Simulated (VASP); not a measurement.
Sr2Ca:

```
Sr Ca
1.0
     3.42289    0.00000    0.00000
     0.00000    3.42289    0.00000
     0.00000    0.00000    6.40966
Sr Ca
2 1
Direct
  0.50000 0.50000 0.22074
  0.50000 0.50000 0.76252
  0.00000 0.00000 0.01673
```

| Item | Value |
| --- | --- |
| Program | VASP 6.6.1 |
| Task | relaxation of cell and atoms |
| Functional | PBE |
| Potentials or basis | VASP PAW PBE potentials, release 64 (Sr_sv, Ca_sv) |
| Cutoff | 600 eV |
| k mesh | 6 × 6 × 4 |
| Occupations | gaussian, width 0.1 eV |
| Spin | no spin polarisation |

At the start: pressure 32.5 GPa; volume 25.03 Å³/atom.

Problem. How do energy, volume and symmetry change on relaxing?

Solution. Over 20 steps the energy falls by 2313.4 meV/atom and the volume is 52.07 Å³/atom (+108.0 %); space group P4mm (No. 99, to 0.1 Å) before, P4/mmm (No. 123, to 0.1 Å).

Step by step:
| step | energy change (eV) | largest force (eV/Å) | pressure (GPa) | volume (Å³) |
| --- | --- | --- | --- | --- |
| 1 | 0.0000 | 4.6332 | 32.47 | 75.10 |
| 2 | -6.3122 | 0.4789 | 2.37 | 144.82 |
| 3 | -6.5575 | 0.3955 | 0.89 | 157.71 |
| 4 | -6.5362 | 0.4541 | -0.92 | 185.72 |
| 5 | -6.5975 | 0.3626 | 0.13 | 168.94 |
| 6 | -6.5967 | 0.3537 | -0.04 | 171.35 |
| 7 | -6.6584 | 0.3302 | -0.13 | 172.67 |
| 8 | -6.7804 | 0.2260 | -0.32 | 175.73 |
| 9 | -6.7825 | 0.2827 | -0.42 | 178.01 |
| 10 | -6.8157 | 0.2137 | -0.42 | 177.36 |
| 11 | -6.8378 | 0.2786 | 0.06 | 169.06 |
| 12 | -6.8400 | 0.3109 | 0.20 | 166.47 |
| 13 | -6.8625 | 0.2952 | 0.15 | 165.15 |
| 14 | -6.9134 | 0.2163 | 0.04 | 161.12 |
| 15 | -6.8841 | 0.1932 | 0.03 | 152.79 |
| 16 | -6.9280 | 0.1464 | -0.06 | 158.72 |
| 17 | -6.9289 | 0.1114 | -0.04 | 157.69 |
| 18 | -6.9377 | 0.0853 | 0.04 | 155.20 |
| 19 | -6.9393 | 0.0620 | 0.01 | 155.86 |
| 20 | -6.9402 | 0.0295 | -0.01 | 156.22 |

Final structure:
```
CELL_PARAMETERS angstrom
3.95055 0.00000 0.00000
0.00000 3.95055 0.00000
0.00000 0.00000 10.00962
ATOMIC_POSITIONS crystal
Sr 0.50000 0.50000 0.30306
Sr 0.50000 0.50000 0.69798
Ca 0.00000 0.00000 0.99896
```

Caveat: the volume moved by over 15 % at a fixed basis, so the end points are rough.
